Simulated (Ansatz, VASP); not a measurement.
# TlPd3: VASP beside Ansatz

```xyz
4
Lattice="-2.0904 2.0904 3.7962 2.0904 -2.0904 3.7962 2.0904 2.0904 -3.7962" Properties=species:S:1:pos:R:3 pbc="T T T"
Tl    0.0000    0.0000    0.0000
Pd    0.0000    0.0000    3.7962
Pd    0.0000    2.0904    1.8981
Pd    2.0904    0.0000    1.8981
```

Alike in both runs: task electric field gradients; functional LDA; k mesh 12 × 12 × 12; occupations fermi-dirac, width 0.03 eV; no spin polarisation.

|  | VASP | Ansatz |
| --- | --- | --- |
| version | VASP 6.6.1 | Ansatz 0.2.0 |
| potentials or method | VASP PAW LDA potentials, release 64 (Tl_d, Pd) | PAW with Ansatz's default frozen-core files, scalar-relativistic |
| plane-wave cutoff (eV) | 520 | 420 |
| valence electrons in the cell | 43 | 67 |

|  | VASP | Ansatz | Ansatz less VASP |
| --- | --- | --- | --- |
| pressure (GPa) | -8.9 | -9.3 | -0.43 |
| traceless stress, the component that is largest in VASP (GPa) | -0.10 | -0.11 | -0.011 |
| size of Vzz on the site where it differs most (V/Å²) | 19.7 | 29.2 | +9.50 |

LDA's correlation is that of Perdew and Zunger in VASP and of Perdew and Wang (1992) in Ansatz. VASP's potentials hold 43 valence electrons a cell and Ansatz's 67, so a difference there can come from the potentials and not from the codes.

Spin-orbit coupling is off throughout.
